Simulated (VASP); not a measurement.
# CdIn2O4 (Fd-3m) in VASP: a series of runs

Runs on CdIn2O4. Level: PBE. Tasks: single point, relaxation of cell and atoms.

All numbers are computed with VASP 6.6.1; they aren't measurements. Logs are shortened: lines on timing, memory, paths and dates and some standing lists are left out, and cuts for length are marked.

## (1) The cell of the first run

The structure is cubic, space group Fd-3m (No. 227). The conventional cell has a = 9.222 Å, b = 9.222 Å, c = 9.222 Å, α = 90.00°, β = 90.00°, γ = 90.00°. Within 2.9 Å of Cd (site symmetry -43m) lie 4 O at 2.21 Å. Within 2.9 Å of In (site symmetry -3m) lie 6 O at 2.19 Å. Within 2.9 Å of O (site symmetry 3m) lie 3 In at 2.19 Å and 1 Cd at 2.21 Å.

## (2) Single point, PBE

File INCAR:

```
SYSTEM = CdIn2O4
PREC     = Accurate       ! precision mode
ENCUT    = 520            ! plane-wave cutoff, eV
EDIFF    = 1E-7           ! SCF threshold, eV
ISMEAR   = 0              ! smearing method
SIGMA    = 0.1            ! smearing width, eV
LREAL    = .FALSE.        ! projectors in reciprocal space
LASPH    = .TRUE.         ! aspherical terms in the spheres
NELM     = 100            ! most SCF steps
ALGO     = Normal         ! electronic algorithm
ISIF     = 2              ! what is computed and relaxed
LWAVE    = .FALSE.        ! write WAVECAR
LCHARG   = .FALSE.        ! write CHGCAR
GGA      = PE             ! functional
NBANDS   = 75             ! bands
```

File KPOINTS:

```
regular mesh
0
G
  4 4 4
  0 0 0
```

File POSCAR:

```
CdIn2O4
1.0
    0.0000000000      4.6110186600      4.6110186600
    4.6110186600      0.0000000000      4.6110186600
    4.6110186600      4.6110186600      0.0000000000
Cd In O
2 4 8
Direct
    0.2500000000      0.2500000000      0.2500000000
    0.0000000000      0.0000000000      0.0000000000
    0.1250000000      0.6250000000      0.6250000000
    0.6250000000      0.6250000000      0.6250000000
    0.6250000000      0.1250000000      0.6250000000
    0.6250000000      0.6250000000      0.1250000000
    0.8617458900      0.8617458900      0.8617458900
    0.8352377400      0.3882540800      0.3882540800
    0.3882540800      0.3882540800      0.8352377400
    0.3882540800      0.8352377400      0.3882540800
    0.8617458900      0.8617458900      0.4147622600
    0.8617458900      0.4147622600      0.8617458900
    0.3882540800      0.3882540800      0.3882540800
    0.4147622600      0.8617458900      0.8617458900
```

Potentials or basis: VASP PAW PBE potentials, release 64 (Cd, In_d, O).

Started as:

```sh
cat potpaw_PBE.64/Cd/POTCAR potpaw_PBE.64/In_d/POTCAR potpaw_PBE.64/O/POTCAR > POTCAR
mpirun -np 1 vasp_std > vasp.out
```

OUTCAR:

```text
SYSTEM = CdIn2O4
   PREC = Accurate
   ENCUT = 520
   EDIFF = 1E-7
   ISMEAR = 0
   LREAL = .FALSE.
   LASPH = .TRUE.
   NELM = 100
   ISIF = 2
   GGA = PE

 ion  position               nearest neighbor table
   1  0.250  0.250  0.250-  13 2.21   9 2.21  10 2.21   8 2.21   3 3.82   4 3.82   5 3.82   3 3.82
                             4 3.82   6 3.82   4 3.82   5 3.82   6 3.82   5 3.82   6 3.82   3 3.82
   2  0.000  0.000  0.000-  11 2.21  12 2.21  14 2.21   7 2.21   4 3.82   6 3.82   3 3.82   4 3.82
                             5 3.82   4 3.82   5 3.82   6 3.82   3 3.82   5 3.82   6 3.82   3 3.82
   3  0.125  0.625  0.625-   7 2.19   9 2.19  10 2.19  13 2.19  12 2.19  11 2.19   4 3.26   6 3.26
                             5 3.26   4 3.26   5 3.26   6 3.26   1 3.82   2 3.82   1 3.82   2 3.82
   4  0.625  0.625  0.625-  11 2.19  12 2.19  14 2.19  10 2.19   8 2.19   9 2.19   3 3.26   5 3.26
                             6 3.26   6 3.26   5 3.26   3 3.26   2 3.82   1 3.82   2 3.82   1 3.82
   5  0.625  0.125  0.625-   7 2.19   9 2.19   8 2.19  13 2.19  11 2.19  14 2.19   4 3.26   6 3.26
                             3 3.26   4 3.26   6 3.26   3 3.26   2 3.82   1 3.82   2 3.82   1 3.82
   6  0.625  0.625  0.125-   7 2.19   8 2.19  10 2.19  13 2.19  12 2.19  14 2.19   4 3.26   3 3.26
                             4 3.26   5 3.26   5 3.26   3 3.26   2 3.82   1 3.82   2 3.82   1 3.82
   7  0.862  0.862  0.862-   3 2.19   5 2.19   6 2.19   2 2.21
   8  0.835  0.388  0.388-   6 2.19   5 2.19   4 2.19   1 2.21
   9  0.388  0.388  0.835-   3 2.19   5 2.19   4 2.19   1 2.21
  10  0.388  0.835  0.388-   6 2.19   3 2.19   4 2.19   1 2.21
  11  0.862  0.862  0.415-   4 2.19   3 2.19   5 2.19   2 2.21
  12  0.862  0.415  0.862-   4 2.19   3 2.19   6 2.19   2 2.21
  13  0.388  0.388  0.388-   3 2.19   5 2.19   6 2.19   1 2.21
  14  0.415  0.862  0.862-   4 2.19   5 2.19   6 2.19   2 2.21

  LATTYP: Found a face centered cubic cell.
 ALAT       =     9.2220373200

  Lattice vectors:

 A1 = (   0.0000000000,   4.6110186600,   4.6110186600)
 A2 = (   4.6110186600,   0.0000000000,   4.6110186600)
 A3 = (   4.6110186600,   4.6110186600,   0.0000000000)

Analysis of symmetry for initial positions (statically):
=====================================================================
 Subroutine PRICEL returns:
 Original cell was already a primitive cell.

 Routine SETGRP: Setting up the symmetry group for a
 face centered cubic supercell.

 Subroutine GETGRP returns: Found 48 space group operations
 (whereof 24 operations were pure point group operations)
 out of a pool of 48 trial point group operations.

The static configuration has the point symmetry T_d .
 The point group associated with its full space group is O_h .

Analysis of symmetry for dynamics (positions and initial velocities):
=====================================================================
 Subroutine PRICEL returns:
 Original cell was already a primitive cell.

 Routine SETGRP: Setting up the symmetry group for a
 face centered cubic supercell.

 Subroutine GETGRP returns: Found 48 space group operations
 (whereof 24 operations were pure point group operations)
 out of a pool of 48 trial point group operations.

The dynamic configuration has the point symmetry T_d .
 The point group associated with its full space group is O_h .

 Subroutine INISYM returns: Found 48 space group operations
 (whereof 24 operations are pure point group operations),
 and found     1 'primitive' translations

----------------------------------------------------------------------------------------

                                     Primitive cell

  volume of cell :     196.0743

  direct lattice vectors                    reciprocal lattice vectors
     0.000000000  4.611018660  4.611018660    -0.108435909  0.108435909  0.108435909
     4.611018660  0.000000000  4.611018660     0.108435909 -0.108435909  0.108435909
     4.611018660  4.611018660  0.000000000     0.108435909  0.108435909 -0.108435909

  length of vectors
[... 47 lines left out ...]
     AMIX     =   0.40;   BMIX     =  1.00
     AMIX_MAG =   1.60;   BMIX_MAG =  1.00
  volume/ion in A,a.u.               =      14.01        94.51
  Fermi-wavevector in a.u.,A,eV,Ry     =   1.405212  2.655466 26.866346  1.974621
  Thomas-Fermi vector in A             =   2.527696
   LORBIT       =      0    0 simple, 1 ext, 2 COOP (PROOUT), +10 PAW based schemes
   GGA     = PE    functional components
   LHFCALC =     F    Hartree Fock is set to
   AEXX    =    0.0000 exact exchange contribution
   IVDW    =     0    specifies the selected vdW correction
   LEPSILON=     F    determine dielectric tensor
   LRPA    =     F    only Hartree local field effects (RPA)
 non-spin polarized calculation
 Gauss-broadening in eV      SIGMA  =   0.10
  energy-cutoff  :      520.00
  volume of cell :      196.07
 maximum number of plane-waves:      5346
   NGX = 25   NGY = 25   NGZ = 25

 number of electron     124.0000042 magnetization

 Free energy of the ion-electron system (eV)
  ---------------------------------------------------
  ext. energy  EPLUGINS =         0.00000000
  ---------------------------------------------------
  free energy    TOTEN  =       -71.57636020 eV

  energy without entropy =      -71.57636020  energy(sigma->0) =      -71.57636020

 E-fermi :   3.9813     XC(G=0): -10.7083

 val. band max:        3.4497124310   @ k =   0.5000   0.0000   0.0000
 cond. band min:       4.4831792651   @ k =   0.0000   0.0000   0.0000
 fundamental gap:      1.0334668341
 Fermi energy:         3.9813428802

 k-point     1 :       0.0000    0.0000    0.0000
  band No.  band energies     occupation
      1     -13.9001      2.00000
      2     -13.3078      2.00000
      3     -13.3078      2.00000
      4     -13.3078      2.00000
      5     -13.0249      2.00000
      6     -12.7813      2.00000
[... 605 lines left out ...]
     73      12.8556      0.00000
     74      12.8557      0.00000
 [bands above 74 left out]

------------------------ aborting loop because EDIFF is reached ----------------------------------------

  FORCE on cell =-STRESS in cart. coord.  units (eV):
  Direction    XX          YY          ZZ          XY          YZ          ZX
  --------------------------------------------------------------------------------------
  -------------------------------------------------------------------------------------
  Total        6.2528656      6.2528656      6.2528656      0.0000000     -0.0000000      0.0000000
  in kB       51.0938986     51.0938986     51.0938986      0.0000000     -0.0000000      0.0000000
  external PRESSURE =      51.0938986 kB  Pullay stress =       0.0000000 kB

 VOLUME and BASIS-vectors are now :
 -----------------------------------------------------------------------------
  energy-cutoff  :      520.00
  volume of cell :      196.07
      direct lattice vectors                 reciprocal lattice vectors
     0.000000000  4.611018660  4.611018660    -0.108435909  0.108435909  0.108435909
     4.611018660  0.000000000  4.611018660     0.108435909 -0.108435909  0.108435909
     4.611018660  4.611018660  0.000000000     0.108435909  0.108435909 -0.108435909

 POSITION                                       TOTAL-FORCE (eV/Angst)
 -----------------------------------------------------------------------------------
      2.30551      2.30551      2.30551        -0.000000     -0.000000     -0.000000
      0.00000      0.00000      0.00000        -0.000000     -0.000000     -0.000000
      5.76377      3.45826      3.45826        -0.000000     -0.000000     -0.000000
      5.76377      5.76377      5.76377        -0.000000     -0.000000     -0.000000
      3.45826      5.76377      3.45826        -0.000000     -0.000000     -0.000000
      3.45826      3.45826      5.76377        -0.000000     -0.000000     -0.000000
      7.94705      7.94705      7.94705         0.097925      0.097925      0.097925
      3.58049      5.64154      5.64154        -0.097925      0.097925      0.097925
      5.64154      5.64154      3.58049         0.097925      0.097925     -0.097925
      5.64154      3.58049      5.64154         0.097925     -0.097925      0.097925
      5.88600      5.88600      7.94705        -0.097925     -0.097925      0.097925
      5.88600      7.94705      5.88600        -0.097925      0.097925     -0.097925
      3.58049      3.58049      3.58049        -0.097925     -0.097925     -0.097925
      7.94705      5.88600      5.88600         0.097925     -0.097925     -0.097925
 -----------------------------------------------------------------------------------
    total drift:                                0.000967      0.000967      0.000967

  FREE ENERGIE OF THE ION-ELECTRON SYSTEM (eV)
  ---------------------------------------------------
  free  energy   TOTEN  =       -71.5763601993 eV

  energy  without entropy=      -71.5763601993  energy(sigma->0) =      -71.57636020
```

It took 2.4 min on 1 thread of Intel Xeon Platinum 8559C (Emerald Rapids), shared host; peak memory 0.36 GiB.

Results:

```
Free energy            : -71.5764 eV
Pressure               : 5.1 GPa
Largest force          : 0.170 eV/Å
Band gap on the k mesh : 1.03 eV, indirect (least direct gap 1.10 eV)
```

Forces on the atoms (eV/Å):
```
Cd   0.000  0.000  0.000
Cd   0.000  0.000  0.000
In   0.000  0.000  0.000
In   0.000  0.000  0.000
In   0.000  0.000  0.000
In   0.000  0.000  0.000
O    0.098  0.098  0.098
O   -0.098  0.098  0.098
O    0.098  0.098 -0.098
O    0.098 -0.098  0.098
O   -0.098 -0.098  0.098
O   -0.098  0.098 -0.098
O   -0.098 -0.098 -0.098
O    0.098 -0.098 -0.098
```

Levels at points of the mesh, in eV from the valence-band top:
```csv
k point,band 58,band 59,band 60,band 61,band 62,band 63,band 64,band 65,band 66,band 67
"(0.00, 0.00, 0.00)",-0.09,-0.09,-0.09,-0.06,-0.06,1.03,5.01,5.71,5.71,5.71
"(0.50, 0.00, 0.00)",-0.32,-0.29,-0.29,0.00,0.00,3.72,3.90,5.91,6.57,6.59
"(0.50, 0.50, 0.00)",-0.70,-0.20,-0.20,-0.08,-0.08,4.51,4.51,5.98,5.98,6.59
```

Caveat: spin-orbit coupling is left out, which moves the levels of the heavy elements.

## (3) Single point, PBE

This run uses another cell than the first one, of 14.45 Å³/atom, 1.032 times its volume.

File INCAR:

```
PREC     = Accurate       # precision mode
ENCUT    = 520            # plane-wave cutoff, eV
EDIFF    = 1E-6           # SCF threshold, eV
ISMEAR   = 0              # smearing method
SIGMA    = 0.1            # smearing width, eV
LREAL    = F              # projectors in reciprocal space
LASPH    = T              # aspherical terms in the spheres
NELM     = 100            # most SCF steps
ALGO     = Normal         # electronic algorithm
ISIF     = 2              # what is computed and relaxed
LWAVE    = F              # write WAVECAR
LCHARG   = F              # write CHGCAR
GGA      = PE             # functional
NBANDS   = 75             # bands
```

File KPOINTS:

```
regular mesh
0
Gamma
  4 4 4
```

File POSCAR:

```
CdIn2O4
1.0
    0.0000000000      4.6594760611      4.6594760611
    4.6594760611      0.0000000000      4.6594760611
    4.6594760611      4.6594760611      0.0000000000
Cd In O
2 4 8
Direct
    0.2500000000      0.2500000000      0.2500000000
    0.0000000000      0.0000000000      0.0000000000
    0.1250000000      0.6250000000      0.6250000000
    0.6250000000      0.6250000000      0.6250000000
    0.6250000000      0.1250000000      0.6250000000
    0.6250000000      0.6250000000      0.1250000000
    0.8619851576      0.8619851576      0.8619851576
    0.8359554727      0.3880148424      0.3880148424
    0.3880148424      0.3880148424      0.8359554727
    0.3880148424      0.8359554727      0.3880148424
    0.8619851576      0.8619851576      0.4140445273
    0.8619851576      0.4140445273      0.8619851576
    0.3880148424      0.3880148424      0.3880148424
    0.4140445273      0.8619851576      0.8619851576
```

Potentials or basis: VASP PAW PBE potentials, release 64 (Cd, In_d, O).

Started as:

```sh
cat potpaw_PBE.64/Cd/POTCAR potpaw_PBE.64/In_d/POTCAR potpaw_PBE.64/O/POTCAR > POTCAR
mpirun -np 1 vasp_std > vasp.out
```

Run time: 2.8 min. Hardware: 1 thread of Intel Xeon Platinum 8559C (Emerald Rapids), shared host; peak memory 0.39 GiB.

Results (log left out):

| Item | Value |
| --- | --- |
| Free energy | -71.6908 eV |
| Pressure | 0.5 GPa |
| Largest force | 0.040 eV/Å |
| Band gap on the k mesh | 0.91 eV, indirect (least direct gap 0.97 eV) |

Forces in eV/Å, atoms in the order of the input:
```
Cd   0.000  0.000  0.000
Cd   0.000  0.000  0.000
In   0.000  0.000  0.000
In   0.000  0.000  0.000
In   0.000  0.000  0.000
In   0.000  0.000  0.000
O   -0.023 -0.023 -0.023
O    0.023 -0.023 -0.023
O   -0.023 -0.023  0.023
O   -0.023  0.023 -0.023
O    0.023  0.023 -0.023
O    0.023 -0.023  0.023
O    0.023  0.023  0.023
O   -0.023  0.023  0.023
```

Levels at points of the mesh, in eV from the valence-band top:
| k point | band 59 | band 60 | band 61 | band 62 | band 63 | band 64 | band 65 | band 66 |
| --- | --- | --- | --- | --- | --- | --- | --- | --- |
| (0.00, 0.00, 0.00) | -0.08 | -0.08 | -0.06 | -0.06 | 0.91 | 4.83 | 5.50 | 5.50 |
| (0.50, 0.00, 0.00) | -0.28 | -0.28 | 0.00 | 0.00 | 3.57 | 3.78 | 5.74 | 6.30 |
| (0.50, 0.50, 0.00) | -0.20 | -0.20 | -0.07 | -0.07 | 4.35 | 4.35 | 5.77 | 5.77 |

Caveat: spin-orbit coupling is left out, which moves the levels of the heavy elements.

## (4) Relaxation of cell and atoms, PBE

File INCAR:

```
SYSTEM = CdIn2O4
PREC = Accurate
ENCUT = 600
EDIFF = 1E-7
ISMEAR = 0
SIGMA = 0.1
LREAL = .FALSE.
LASPH = .TRUE.
NELM = 120
ALGO = Normal
ISIF = 3
LWAVE = .FALSE.
LCHARG = .FALSE.
GGA = PE
IBRION = 2
NSW = 60
EDIFFG = -0.04
GGA_COMPAT = .FALSE.
NELMIN = 4
```

File KPOINTS:

```
Automatic mesh
0
G
  4 4 4
  0 0 0
```

File POSCAR:

```
CdIn2O4
1.0
    0.0000000000      4.6110186600      4.6110186600
    4.6110186600      0.0000000000      4.6110186600
    4.6110186600      4.6110186600      0.0000000000
Cd In O
2 4 8
Direct
    0.2500000000      0.2500000000      0.2500000000
    0.0000000000      0.0000000000      0.0000000000
    0.1250000000      0.6250000000      0.6250000000
    0.6250000000      0.6250000000      0.6250000000
    0.6250000000      0.1250000000      0.6250000000
    0.6250000000      0.6250000000      0.1250000000
    0.8617458900      0.8617458900      0.8617458900
    0.8352377400      0.3882540800      0.3882540800
    0.3882540800      0.3882540800      0.8352377400
    0.3882540800      0.8352377400      0.3882540800
    0.8617458900      0.8617458900      0.4147622600
    0.8617458900      0.4147622600      0.8617458900
    0.3882540800      0.3882540800      0.3882540800
    0.4147622600      0.8617458900      0.8617458900
```

Started as:

```sh
cat potpaw_PBE.64/Cd/POTCAR potpaw_PBE.64/In_d/POTCAR potpaw_PBE.64/O/POTCAR > POTCAR
mpirun -np 1 vasp_std > vasp.out
```

Run time: 7.1 min. Hardware: 1 thread of Intel Xeon 6975P-C (Granite Rapids), shared host; peak memory 0.5 GiB.

The run converged. Its results:

```
Free energy                            : -71.6968 eV
Relaxed volume                         : 14.49 Å³/atom
Relaxed cell                           : a = 6.595 Å, b = 6.595 Å, c = 6.595 Å, α = 60.00°, β = 60.00°, γ = 60.00°
Space group after relaxing (to 0.05 Å) : Fd-3m (No. 227)
Energy gained by relaxing              : 7.4 meV/atom
Ionic steps                            : 5
Pressure after relaxing                : 0.1 GPa
Largest force after relaxing           : 0.012 eV/Å
Band gap on the k mesh                 : 0.90 eV, indirect (least direct gap 0.96 eV)
```

Forces on the atoms (eV/Å):
```
Cd   0.000  0.000  0.000
Cd   0.000  0.000  0.000
In   0.000  0.000  0.000
In   0.000  0.000  0.000
In   0.000  0.000  0.000
In   0.000  0.000  0.000
O   -0.007 -0.007 -0.007
O    0.007 -0.007 -0.007
O   -0.007 -0.007  0.007
O   -0.007  0.007 -0.007
O    0.007  0.007 -0.007
O    0.007 -0.007  0.007
O    0.007  0.007  0.007
O   -0.007  0.007  0.007
```

Step by step:
```tsv
step	energy change (eV)	largest force (eV/Å)	pressure (GPa)	volume (Å³)
1	0.0000	0.1694	4.96	196.07
2	-0.0324	0.2334	-3.56	208.64
3	-0.1032	0.0619	0.03	202.78
4	-0.1031	0.0575	0.12	202.65
5	-0.1040	0.0123	0.08	202.81
```

Final structure:
```xyz
14
Lattice="0.0000 4.6632 4.6632 4.6632 0.0000 4.6632 4.6632 4.6632 0.0000" Properties=species:S:1:pos:R:3 pbc="T T T"
Cd    2.3316    2.3316    2.3316
Cd    9.3264    9.3264    9.3264
In    5.8290    3.4974    3.4974
In    5.8290    5.8290    5.8290
In    3.4974    5.8290    3.4974
In    3.4974    3.4974    5.8290
O     8.0381    8.0381    8.0381
O     3.6200    5.7065    5.7065
O     5.7065    5.7065    3.6200
O     5.7065    3.6200    5.7065
O     5.9516    5.9516    8.0381
O     5.9516    8.0381    5.9516
O     3.6200    3.6200    3.6200
O     8.0381    5.9516    5.9516
```

Levels at points of the mesh, in eV from the valence-band top:
```tsv
k point	band 60	band 61	band 62	band 63	band 64	band 65
(0.00, 0.00, 0.00)	-0.08	-0.07	-0.07	0.90	4.81	5.50
(0.50, 0.00, 0.00)	-0.27	0.00	0.00	3.56	3.76	5.72
(0.50, 0.50, 0.00)	-0.19	-0.07	-0.07	4.34	4.34	5.75
```

Caveat: spin-orbit coupling is left out, which moves the levels of the heavy elements.

## (5) The runs side by side

```tsv
task	cell	cutoff (eV)	gap on the mesh (eV)	pressure (GPa)	largest force (eV/Å)
single point	a = 6.521 Å, angles 60.0°, 14 atoms	520	1.03	5.1	0.17
single point	a = 6.589 Å, angles 60.0°, 14 atoms	520	0.91	0.5	0.04
relaxation of cell and atoms	relaxed from a = 6.521 Å, angles 60.0°, 14 atoms	600	0.90	0.1	0.01
```

Alike in all rows: level PBE; potentials or basis VASP PAW PBE potentials, release 64 (Cd, In_d, O); no spin polarisation; k mesh 4 × 4 × 4; smearing gaussian 0.1 eV.

Caveats: spin-orbit coupling is left out, which moves the levels of the heavy elements.

Total energies depend on the potentials used, so only differences within one code and one set of settings carry meaning.
